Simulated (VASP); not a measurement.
A run of VASP 6.6.1 is set up as follows.

Contents of INCAR:

```
  PREC = Accurate
  ENCUT = 600
  EDIFF = 1E-6
  ISMEAR = 0
  SIGMA = 0.02
  LREAL = False
  LASPH = True
  NELM = 60
  ALGO = Normal
  ISIF = 3
  LWAVE = False
  LCHARG = False
  GGA = PS
  IBRION = 2
  NSW = 80
  EDIFFG = -0.01
```

Contents of KPOINTS:

```
Automatic mesh
0
Gamma
  18 18 10
```

POSCAR

```
AlN
1.0
    3.1130000000      0.0000000000      0.0000000000
   -1.5565000000      2.6959370820      0.0000000000
    0.0000000000      0.0000000000      4.9810000000
Al N
2 2
Direct
    0.3333333333      0.6666666667      0.0000000000
    0.6666666667      0.3333333333      0.5000000000
    0.3333333333      0.6666666667      0.3800000000
    0.6666666667      0.3333333333      0.8800000000
```

Potentials or basis: VASP PAW PBE potentials, release 64 (Al, N).

The run is started by

```bash
$ cat potpaw_PBE.64/Al/POTCAR potpaw_PBE.64/N/POTCAR > POTCAR
$ mpirun -np 1 vasp_std > vasp.out
```

Problem. Estimate the relaxed volume.

Solution. 10.45 Å³/atom.

Problem. Estimate the relaxed cell.

Solution. a = 3.113 Å, b = 3.113 Å, c = 4.981 Å, α = 90.00°, β = 90.00°, γ = 120.00°.

Final structure:
```
CELL_PARAMETERS angstrom
3.11271 0.00000 0.00000
-1.55635 2.69568 0.00000
0.00000 0.00000 4.98090
ATOMIC_POSITIONS crystal
Al 0.33333 0.66667 0.99899
Al 0.66667 0.33333 0.49899
N 0.33333 0.66667 0.38101
N 0.66667 0.33333 0.88101
```

Caveat: the PAW data sets were made with another functional, which shifts forces and pressure a little.
